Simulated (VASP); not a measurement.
# Ga16HO24 (a cell with a defect) in VASP: further runs

Ga16HO24 (a cell with a defect) is run at these levels: PBE; tasks: single point.

Program: VASP 6.6.1. These are calculated values, not measurements. Logs are shortened: lines on timing, memory, paths and dates and some standing lists are left out, and cuts for length are marked.

## (1) The cell of the first run

The cell holds a defect, 41 atoms: a = 5.399 Å, b = 10.798 Å, c = 10.798 Å, α = 55.86°, β = 55.86°, γ = 55.86°.

## (2) Single point, PBE, collinear spin

Input file INCAR:

```
SYSTEM = Ga16HO24
PREC = Accurate
ENCUT = 520
EDIFF = 1E-6
ISMEAR = -1
SIGMA = 0.01
LREAL = Auto
LASPH = .TRUE.
NELM = 150
ALGO = Normal
ISIF = 2
LWAVE = .FALSE.
LCHARG = .FALSE.
ISPIN = 2
MAGMOM = 0.01 0.01 0.01 0.01 0.01 0.01 0.01 0.01 0.02 0.01 0.01 0.01 0.01 0.01 0.01 0.01 0.01 0.01 0.01 0.01 0.01 0.01 0.01 0.01 0.01 0.01 0.01 0.01 0.01 0.01 0.01 0.01 0.01 0.01 0.01 0.01 0.01 0.01 0.01 0.01 0
LORBIT = 11
NUPDOWN = 1.0
GGA = PE
NBANDS = 206
```

Input file KPOINTS:

```
regular mesh
0
G
  1 1 1
  0 0 0
```

Input file POSCAR:

```
Ga16HO24
1.0
    2.5289754500      1.4601046700      4.5413080100
   -5.0579508900      2.9202093400      9.0826160100
    0.0000000000     -5.8404185800      9.0826160400
Ga O H
16 24 1
Direct
    0.8453025645      0.4265540458      0.4288895266
    0.6341218819      0.3210002686      0.3222056053
    0.1251555476      0.0686498485      0.0766012008
    0.3388014276      0.1824222641      0.1715238290
    0.8507083821      0.4331912140      0.9274978119
    0.6341974753      0.3279409105      0.8211031353
    0.1243016250      0.0826124003      0.5872041091
    0.3537329028      0.1762212808      0.6869478702
    0.8504335365      0.9212799150      0.4323216139
    0.6735095964      0.8102865312      0.3007403817
    0.1422758351      0.5656541032      0.0739907980
    0.3637727224      0.6725076071      0.1776457649
    0.8527265793      0.9276879141      0.9280517002
    0.6385721695      0.8251189898      0.8202061249
    0.1379769677      0.5608955221      0.5804245536
    0.3539382747      0.6810359652      0.6788849277
    0.7360247572      0.2144030931      0.0389729503
    0.3938145714      0.0349204903      0.3890715357
    0.0393226650      0.3681756590      0.2308987199
    0.2380430927      0.2888162650      0.4681445723
    0.9295422358      0.1263817964      0.2734697882
    0.5480152287      0.4779209439      0.1209597755
    0.7384378927      0.2170399949      0.5415486941
    0.4420491535      0.0198690546      0.8845183026
    0.0430842738      0.3687462514      0.7346035059
    0.2423832157      0.2876676936      0.9649848148
    0.9403374800      0.1315917054      0.7782588810
    0.5424928222      0.4849188595      0.6187063751
    0.7502260043      0.7132340321      0.0368476055
    0.4403825063      0.5236345104      0.3821586679
    0.0385794048      0.8665086747      0.2339844379
    0.2572995247      0.8113422564      0.4589420241
    0.9596246810      0.6189983836      0.2693202733
    0.5442275675      0.9793275342      0.1206423143
    0.7564611850      0.7161940885      0.5337298754
    0.4468482991      0.5230100757      0.8788681019
    0.0458352608      0.8741179986      0.7306822257
    0.2463139888      0.7866974492      0.9671262636
    0.9479386288      0.6337732542      0.7676785160
    0.5466240028      0.9816065127      0.6198795491
    0.2877043289     -0.0428592803      0.4305446984
```

Potentials or basis: VASP PAW PBE potentials, release 64 (Ga_d, O, H).

Command:

```sh
cat potpaw_PBE.64/Ga_d/POTCAR potpaw_PBE.64/O/POTCAR potpaw_PBE.64/H/POTCAR > POTCAR
mpirun -np 1 vasp_gam > vasp.out
```

OUTCAR:

```text
SYSTEM = Ga16HO24
   PREC = Accurate
   ENCUT = 520
   EDIFF = 1E-6
   ISMEAR = -1
   LREAL = Auto
   LASPH = .TRUE.
   NELM = 150
   ISIF = 2
   ISPIN = 2
   LORBIT = 11
   NUPDOWN = 1.0
   GGA = PE

 ion  position               nearest neighbor table
   1  0.845  0.427  0.429-  20 1.91  28 1.95  33 1.97  30 2.05  19 2.08  23 2.13   2 2.89   7 2.91

   2  0.634  0.321  0.322-  20 1.90  21 1.94  22 1.98  19 2.07  30 2.14  23 2.23   1 2.89
   3  0.125  0.069  0.077-  17 1.89  24 1.93  31 1.99  21 2.06  34 2.13  26 2.25   4 2.87
   4  0.339  0.182  0.172-  17 1.90  19 1.92  18 2.05  34 2.07  26 2.08  21 2.12   3 2.87
   5  0.851  0.433  0.927-  26 1.90  22 1.92  39 2.00  25 2.07  36 2.08  17 2.24  15 2.90   6 2.91
[... 12 lines left out ...]
  14  0.639  0.825  0.820-  38 1.91  39 1.94  40 1.99  24 2.08  37 2.10  29 2.21  13 2.88
  15  0.138  0.561  0.580-  35 1.91  25 1.92  30 1.93  28 2.06  39 2.08   5 2.90
  16  0.354  0.681  0.679-  35 1.94  37 1.95  36 1.99  28 2.08  39 2.08  32 2.17
  17  0.736  0.214  0.039-   3 1.89   4 1.90   6 2.19   5 2.24
  18  0.394  0.035  0.389-  41 1.03   7 1.97   4 2.05   9 2.25  10 2.44
  19  0.039  0.368  0.231-   4 1.92  11 1.99   2 2.07   1 2.08
  20  0.238  0.289  0.468-   2 1.90   1 1.91   7 2.10   8 2.24
  21  0.930  0.126  0.273-   2 1.94   9 2.00   3 2.06   4 2.12
  22  0.548  0.478  0.121-   5 1.92   2 1.98  12 2.05  11 2.08
  23  0.738  0.217  0.542-   8 1.89   7 1.91   1 2.13   2 2.23
  24  0.442  0.020  0.885-   3 1.93   8 1.96  13 2.07  14 2.08
  25  0.043  0.369  0.735-  15 1.92   8 1.93   6 2.06   5 2.07
  26  0.242  0.288  0.965-   5 1.90   6 1.91   4 2.08   3 2.25
  27  0.940  0.132  0.778-   6 1.94   7 1.96  13 2.00   8 2.10
  28  0.542  0.485  0.619-   1 1.95   6 2.00  15 2.06  16 2.08
  29  0.750  0.713  0.037-  12 1.89  11 1.91  13 2.17  14 2.21
  30  0.440  0.524  0.382-  15 1.93  12 1.98   1 2.05   2 2.14
  31  0.039  0.867  0.234-  12 1.99   3 1.99  10 2.01   9 2.07
  32  0.257  0.811  0.459-  10 1.91   9 1.93  16 2.17
  33  0.960  0.619  0.269-  10 1.84   1 1.97  11 2.04  12 2.10
  34  0.544  0.979  0.121-  10 1.93  13 1.94   4 2.07   3 2.13
  35  0.756  0.716  0.534-  15 1.91  16 1.94   9 2.07  10 2.33
  36  0.447  0.523  0.879-  11 1.93  16 1.99   6 2.06   5 2.08
  37  0.046  0.874  0.731-  16 1.95   7 2.02  13 2.04  14 2.10
  38  0.246  0.787  0.967-  14 1.91  13 1.91  12 2.16  11 2.24
  39  0.948  0.634  0.768-  14 1.94   5 2.00  15 2.08  16 2.08
  40  0.547  0.982  0.620-   9 1.94  14 1.99   7 2.05   8 2.10
  41  0.288  0.957  0.431-  18 1.03

  LATTYP: Found a base centered monoclinic cell.
 ALAT       =    14.7964817495
 B/A-ratio  =     0.6836693984
 C/A-ratio  =     0.3648959286
 COS(beta)  =    -0.0893299994

  Lattice vectors:

 A1 = (   7.5869263400,  -1.4601046700,  -4.5413080000)
 A2 = (   2.5289754500,   7.3005232500,  -4.5413080300)
 A3 = (   2.5289754500,   1.4601046700,   4.5413080100)

Analysis of symmetry for initial positions (statically):
=====================================================================
 Subroutine PRICEL returns:
 Original cell was already a primitive cell.

 Routine SETGRP: Setting up the symmetry group for a
 base centered monoclinic supercell.

 Subroutine GETGRP returns: Found  1 space group operations
 (whereof  1 operations were pure point group operations)
 out of a pool of  4 trial point group operations.

The static configuration has the point symmetry C_1 .

Analysis of symmetry for dynamics (positions and initial velocities):
=====================================================================
 Subroutine PRICEL returns:
 Original cell was already a primitive cell.

 Routine SETGRP: Setting up the symmetry group for a
 base centered monoclinic supercell.

 Subroutine GETGRP returns: Found  1 space group operations
 (whereof  1 operations were pure point group operations)
 out of a pool of  4 trial point group operations.

The dynamic configuration has the point symmetry C_1 .

Analysis of structural, dynamic, and magnetic symmetry:
=====================================================================
 Subroutine PRICEL returns:
 Original cell was already a primitive cell.

 Routine SETGRP: Setting up the symmetry group for a
 base centered monoclinic supercell.

 Subroutine GETGRP returns: Found  1 space group operations
 (whereof  1 operations were pure point group operations)
 out of a pool of  4 trial point group operations.

The overall configuration has the point symmetry C_1 .

 Subroutine INISYM returns: Found  1 space group operations
 (whereof  1 operations are pure point group operations),
 and found     1 'primitive' translations

----------------------------------------------------------------------------------------

                                     Primitive cell
[... 139 lines left out ...]
   ISPIN  =      2    spin polarized calculation?
   LNONCOLLINEAR =      F non collinear calculations
   LSORBIT =      F    spin-orbit coupling
   LASPH  =      T    aspherical Exc in radial PAW
   ENCUT  =  520.0 eV  38.22 Ry    6.18 a.u.  10.04 20.08 20.08*2*pi/ulx,y,z
   NELM   =    150;   NELMIN=  2; NELMDL= -5     # of ELM steps
   EDIFF  = 0.1E-05   stopping-criterion for ELM
   LREAL  =      T    real-space projection
   EDIFFG = 0.1E-04   stopping-criterion for IOM
   NSW    =      0    number of steps for IOM
   IBRION =     -1    ionic relax: 0-MD 1-quasi-New 2-CG
   NFREE  =      0    steps in history (QN), initial steepest desc. (CG)
   ISIF   =      2    stress and relaxation
   ISYM   =      2    0-nonsym 1-usesym 2-fastsym
   POTIM  = 0.5000    time-step for ionic-motion
   TEBEG  =    0.0;   TEEND  =   0.0 temperature during run
   PSTRESS=    0.0 pullay stress
   NELECT =     353.0000    total number of electrons
   NUPDOWN=       1.0000    fix difference up-down
   EMIN   =  10.00;   EMAX   =-10.00  energy-range for DOS
   EFERMI =   0.00;   METHOD = LEGACY
   ISMEAR =    -1;   SIGMA  =   0.01  broadening in eV -4-tet -1-fermi 0-gaus
   EFERMI_NEDOS =   21; number of points for ismear=-14 and -15
   IALGO  =     38    algorithm
   IMIX   =      4    mixing-type and parameters
     AMIX     =   0.40;   BMIX     =  1.00
     AMIX_MAG =   1.60;   BMIX_MAG =  1.00
  volume/ion in A,a.u.               =       9.82        66.24
  Fermi-wavevector in a.u.,A,eV,Ry     =   1.567086  2.961363 33.412619  2.455758
  Thomas-Fermi vector in A             =   2.669318
   LORBIT       =     11    0 simple, 1 ext, 2 COOP (PROOUT), +10 PAW based schemes
   GGA     = PE    functional components
   LHFCALC =     F    Hartree Fock is set to
   AEXX    =    0.0000 exact exchange contribution
   IVDW    =     0    specifies the selected vdW correction
   LEPSILON=     F    determine dielectric tensor
   LRPA    =     F    only Hartree local field effects (RPA)
 spin polarized calculation
  energy-cutoff  :      520.00
  volume of cell :      402.46
 maximum number of plane-waves:      5405
   NGX = 21   NGY = 41   NGZ = 41

 number of electron     352.9999991 magnetization       1.0000935

 Free energy of the ion-electron system (eV)
  ---------------------------------------------------
  ext. energy  EPLUGINS =         0.00000000
  ---------------------------------------------------
  free energy    TOTEN  =      -237.90435005 eV

  energy without entropy =     -237.90435005  energy(sigma->0) =     -237.90435005

 E-fermi :   4.4955     XC(G=0): -11.9924

 val. band max:        6.4617846139   @ k =   0.0000   0.0000   0.0000
 cond. band min:       6.5308527344   @ k =   0.0000   0.0000   0.0000
 fundamental gap:      0.0690681204
 Fermi energy:         6.7790476724

 spin component 1

 k-point     1 :       0.0000    0.0000    0.0000
  band No.  band energies     occupation
      1     -15.1237      1.00000
      2     -14.3718      1.00000
      3     -13.8545      1.00000
      4     -13.6769      1.00000
      5     -13.6281      1.00000
      6     -13.5420      1.00000
[... 180 lines left out ...]
    187      10.6774      0.00000
    188      10.7794      0.00000
 Fermi energy:         4.4955456010

 spin component 2

 k-point     1 :       0.0000    0.0000    0.0000
  band No.  band energies     occupation
      1     -15.0996      1.00000
      2     -14.3466      1.00000
      3     -13.8295      1.00000
      4     -13.6518      1.00000
      5     -13.6035      1.00000
      6     -13.5169      1.00000
[... 180 lines left out ...]
    187      10.7308      0.00000
    188      10.8392      0.00000
 [bands above 188 left out]

------------------------ aborting loop because EDIFF is reached ----------------------------------------

  FORCE on cell =-STRESS in cart. coord.  units (eV):
  Direction    XX          YY          ZZ          XY          YZ          ZX
  --------------------------------------------------------------------------------------
  -------------------------------------------------------------------------------------
  Total       17.6608798     20.6042375     11.6088430     -5.1629725     -3.3323052     -4.5203834
  in kB       70.3075748     82.0250175     46.2145493    -20.5536802    -13.2658339    -17.9955470
  external PRESSURE =      66.1823805 kB  Pullay stress =       0.0000000 kB

 VOLUME and BASIS-vectors are now :
 -----------------------------------------------------------------------------
  energy-cutoff  :      520.00
  volume of cell :      402.46
      direct lattice vectors                 reciprocal lattice vectors
     2.528975450  1.460104670  4.541308010     0.197708523  0.114147069  0.073400291
    -5.057950890  2.920209340  9.082616010    -0.098854261  0.057073535  0.036700146
     0.000000000 -5.840418580  9.082616040    -0.000000000 -0.114147069  0.036700146

 POSITION                                       TOTAL-FORCE (eV/Angst)
 -----------------------------------------------------------------------------------
     -0.01974     -0.02504     11.60844         0.007284      0.000255      0.008353
     -0.01992     -0.01854      8.72173         0.003777     -0.017877     -0.006574
     -0.03071     -0.06417      1.88763        -0.010689      0.013617     -0.000249
     -0.06586      0.02563      4.75336        -0.000041     -0.005376      0.011351
     -0.03964     -2.90984     16.22194         0.007841     -0.016022     -0.004365
     -0.05484     -2.91194     13.31641         0.002664     -0.004745     -0.015240
[... 33 lines left out ...]
     -3.58252      0.04427     17.02807         0.001632      0.004267      0.006355
     -4.11357      0.70057     13.91037         0.014391     -0.061612     -0.086051
 -----------------------------------------------------------------------------------
    total drift:                               -0.001251     -0.007163      0.017931

  FREE ENERGIE OF THE ION-ELECTRON SYSTEM (eV)
  ---------------------------------------------------
  free  energy   TOTEN  =      -237.9043500453 eV

  energy  without entropy=     -237.9043500453  energy(sigma->0) =     -237.90435005

 total charge

# of ion       s       p       d       tot
------------------------------------------
    1        0.682   0.707  10.239  11.628
    2        0.687   0.686  10.215  11.588
    3        0.689   0.690  10.217  11.597
    4        0.684   0.703  10.232  11.619
    5        0.687   0.698  10.224  11.610
    6        0.684   0.696  10.226  11.607
[... 33 lines left out ...]
   40        1.563   3.491   0.000   5.054
   41        0.553   0.126   0.000   0.679
--------------------------------------------------
tot         49.077  95.386 163.623 308.086

 magnetization (x)

# of ion       s       p       d       tot
------------------------------------------
    1        0.029   0.001   0.000   0.031
    2        0.034   0.002   0.000   0.036
    3        0.034   0.002   0.000   0.036
    4        0.030   0.002   0.000   0.032
    5        0.031   0.002   0.000   0.033
    6        0.031   0.002   0.000   0.032
[... 33 lines left out ...]
   40        0.012  -0.002   0.000   0.011
   41        0.000   0.000   0.000   0.000
--------------------------------------------------
tot          0.800  -0.008   0.002   0.794
```

It took 8.9 min on 1 thread of Intel Xeon Platinum 8559C (Emerald Rapids), shared host; peak memory 0.78 GiB.

What came out:

* Free energy: -237.9044 eV
* Pressure: 6.6 GPa
* Largest force: 0.107 eV/Å
* Net moment: 1.00 μB per cell
* Site moments: Ga +0.03, +0.04 (each value once); O +0.01; H +0.00 μB
* Valence electrons inside the program's atomic spheres: Ga 11.63, 11.59, 11.60, 11.62, 11.61, 11.68, 11.58, 11.70, 11.64 (each value once); O 5.06, 5.14, 5.07, 5.05, 5.09 (each value once); H 0.68

Forces in eV/Å, atoms in the order of the input:
```
Ga   0.007  0.000  0.008
Ga   0.004 -0.018 -0.007
Ga  -0.011  0.014  0.000
Ga   0.000 -0.005  0.011
Ga   0.008 -0.016 -0.004
Ga   0.003 -0.005 -0.015
Ga  -0.005  0.005 -0.009
Ga  -0.001  0.012 -0.001
Ga  -0.022 -0.010 -0.019
Ga   0.008 -0.012  0.001
Ga  -0.004  0.013 -0.008
Ga  -0.003  0.000  0.007
Ga   0.002 -0.011  0.003
Ga   0.009 -0.013 -0.008
Ga   0.002  0.016 -0.008
Ga  -0.009  0.007 -0.005
O   -0.008  0.014  0.006
O    0.014  0.058  0.068
O   -0.004  0.001  0.002
O    0.005 -0.006  0.013
O    0.008  0.003  0.006
O    0.006  0.000  0.002
O   -0.006  0.013 -0.013
O   -0.006 -0.005  0.007
O    0.001  0.003  0.008
O    0.009 -0.007 -0.011
O   -0.004 -0.009  0.012
O    0.005 -0.001  0.014
O   -0.006  0.014 -0.001
O   -0.006  0.005 -0.001
O    0.003  0.005  0.008
O   -0.001 -0.017  0.018
O    0.001 -0.006  0.003
O   -0.002 -0.002  0.004
O   -0.022  0.011 -0.013
O   -0.004  0.003  0.004
O    0.010  0.011 -0.004
O    0.006 -0.015 -0.007
O   -0.003  0.006  0.006
O    0.002  0.004  0.006
H    0.014 -0.062 -0.086
```

Caveat: the k points lie up to 1.17 Å⁻¹ apart, too coarse for converged energies, forces and pressures; the total moment is fixed, so each spin has its own Fermi level and the state may be an excited one.

(Continued in part 2 of 2.)
